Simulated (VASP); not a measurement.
A run of VASP 6.6.1 is set up as follows.

The input POSCAR:

```
PbS
1.0
    0.0000000000      3.3040829765      3.3040829765
    3.3040829765      0.0000000000      3.3040829765
    3.3040829765      3.3040829765      0.0000000000
Pb S
1 1
Direct
    0.0000000000      0.0000000000      0.0000000000
    0.2500000000      0.2500000000      0.2500000000
```

Contents of INCAR.step1:

```
SYSTEM = PbS
PREC = Accurate
ENCUT = 520
EDIFF = 1E-5
ISMEAR = -1
SIGMA = 0.02
LREAL = .False.
LASPH = .True.
NELM = 80
ALGO = Normal
ISIF = 2
LWAVE = .True.
GGA = PE
NBANDS = 17
```

INCAR.step2

```
SYSTEM = PbS
PREC = Accurate
ENCUT = 520
EDIFF = 1E-7
ISMEAR = -1
SIGMA = 0.02
LREAL = .False.
LASPH = .True.
NELM = 80
ALGO = Normal
ISIF = 2
LWAVE = .False.
LCHARG = .True.
GGA = PE
LHFCALC = .True.
HFSCREEN = 0.2079
PRECFOCK = Normal
LELF = .True.
LVHAR = .True.
ISTART = 1
NBANDS = 17
```

Contents of KPOINTS:

```
regular mesh
0
Gamma
  4 4 4
  0 0 0
```

Potentials or basis: VASP PAW PBE potentials, release 64 (Pb_d, S).

The run is started by

```bash
$ cat potpaw_PBE.64/Pb_d/POTCAR potpaw_PBE.64/S/POTCAR > POTCAR
$ cp INCAR.step1 INCAR
$ mpirun -np 1 vasp_std > vasp.out
$ cp INCAR.step2 INCAR
$ mpirun -np 1 vasp_std > vasp.out
```

Q: Predict the band gap on the k mesh.

A: 1.30 eV (least direct gap 1.82 eV).

Q: What does it give for the pressure?

A: -0.1 GPa.

Caveat: the structure was generated, so it needn't be the stable form of PbS; the PAW data sets were made with another functional, which shifts forces and pressure a little; spin-orbit coupling is left out, which moves the levels of the heavy elements. A k mesh can miss the band edges.
